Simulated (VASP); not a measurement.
Runs of VASP 6.6.1 on Si3Ge2. The structure is that of space group P4/mmm (No. 123), or close to it. The cells are those of the table. 

```tsv
task	cell	k mesh	cutoff (eV)	gap on the mesh (eV)	pressure (GPa)	relaxed volume (Å³/atom)
relaxation of cell and atoms	relaxed from a = 4.696, b = 4.696, c = 4.251 Å, 5 atoms	4 × 4 × 4	600	none	0.0	22.38
single point	a = 4.710, b = 4.710, c = 4.993 Å, 5 atoms	8 × 8 × 8	520	none	0.0	-
relaxation of cell and atoms	relaxed from a = 4.787, b = 4.787, c = 4.869 Å, 5 atoms	8 × 8 × 8	600	none	0.0	22.17
single point	a = 4.787, b = 4.787, c = 4.869 Å, 5 atoms	4 × 4 × 4	520	none	(a)	-
```

Alike in all rows: level PBE; potentials or basis VASP PAW PBE potentials, release 64 (Si, Ge_d); no spin polarisation; smearing gaussian 0.1 eV.

Fill in the values left out.

(a) 0.1.

Caveats: some runs use coarse meshes; the volume moved by over 15 % at a fixed basis, so the end points are rough (some runs).

A k mesh can miss the band edges, and the runs leave out spin-orbit coupling on Ge.

A gap of «none» marks levels without a gap at the run's occupations.
